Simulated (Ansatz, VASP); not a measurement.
**CdS: VASP beside Ansatz**

Contents of INCAR:

```
SYSTEM = CdS
ALGO = Normal ; EDIFF = 1E-8
ENCUT = 520 ; ISIF = 2
ISMEAR = -1 ; LASPH = .True.
LCHARG = .False. ; LEFG = .True.
LREAL = .False. ; LWAVE = .False.
NBANDS = 26 ; NELM = 80
PREC = Accurate ; SIGMA = 0.08
```

The input KPOINTS:

```
k-points
0
Gamma
  10 10 8
  0 0 0
```

Contents of POSCAR:

```
CdS
1.0
    4.9849431769      0.0000000000      0.0000000000
    0.0000000000      4.9849431769      0.0000000000
    0.0000000000      0.0000000000      3.8717690586
Cd S
2 2
Direct
    0.0000000000      0.5000000000      0.1368911506
    0.5000000000      0.0000000000      0.8631088494
    0.0000000000      0.0000000000      0.0000000000
    0.5000000000      0.5000000000      0.0000000000
```

Input for Ansatz:

```yaml
crystal:
  lattice:
    - [4.9849431769, 0.0, 0.0]
    - [0.0, 4.9849431769, 0.0]
    - [0.0, 0.0, 3.8717690586]
  atoms:
    - { symbol: Cd, position: [0.0, 0.5, 0.1368911506] }
    - { symbol: Cd, position: [0.5, 0.0, 0.8631088494] }
    - { symbol: S, position: [0.0, 0.0, 0.0] }
    - { symbol: S, position: [0.5, 0.5, 0.0] }
kpoints:
  mp_grid: { grid: [10, 10, 8] }
  band_path:
    path:
      - [0.0, 0.0, 0.0]
      - [0.0, 0.5, 0.0]
      - [0.5, 0.5, 0.0]
      - [0.0, 0.0, 0.0]
      - [0.0, 0.0, 0.5]
      - [0.0, 0.5, 0.5]
      - [0.5, 0.5, 0.5]
      - [0.0, 0.0, 0.5]
      - [0.0, 0.5, 0.0]
    npoints: 8
scf:
  occupations: { method: fermi_dirac, width: 0.08 }
hamiltonian:
  xc: lda
  pseudopotentials: { kind: all_electron, datasets: crystal }
output:
  forces: true
  stress: true
  eigenvalues: true
  efg: { contact_densities: true }
```

Alike in both runs: task electric field gradients; functional LDA; k mesh 10 × 10 × 8; occupations fermi-dirac, width 0.08 eV; no spin polarisation.

|  | VASP | Ansatz |
| --- | --- | --- |
| version | VASP 6.6.1 | Ansatz 0.2.0 |
| potentials or method | VASP PAW LDA potentials, release 64 (Cd, S), cutoff 520 eV | all-electron PAW with datasets made for the crystal, scalar-relativistic |

```tsv
	VASP	Ansatz	Ansatz less VASP
pressure (GPa)	0.6	0.0	-0.56
traceless stress, the component that is largest in VASP (GPa)	-0.51	-0.02	+0.491
rms of the force components (eV/Å)	0.016	0.001	-0.0156
size of Vzz on the site where it differs most (V/Å²)	75.5	78.5	+3.08
```

LDA's correlation is that of Perdew and Zunger in VASP and of Perdew and Wang (1992) in Ansatz. Atom by atom the forces differ by 0.016 eV/Å (rms over components). Ansatz ran all-electron here, and VASP with PAW potentials.
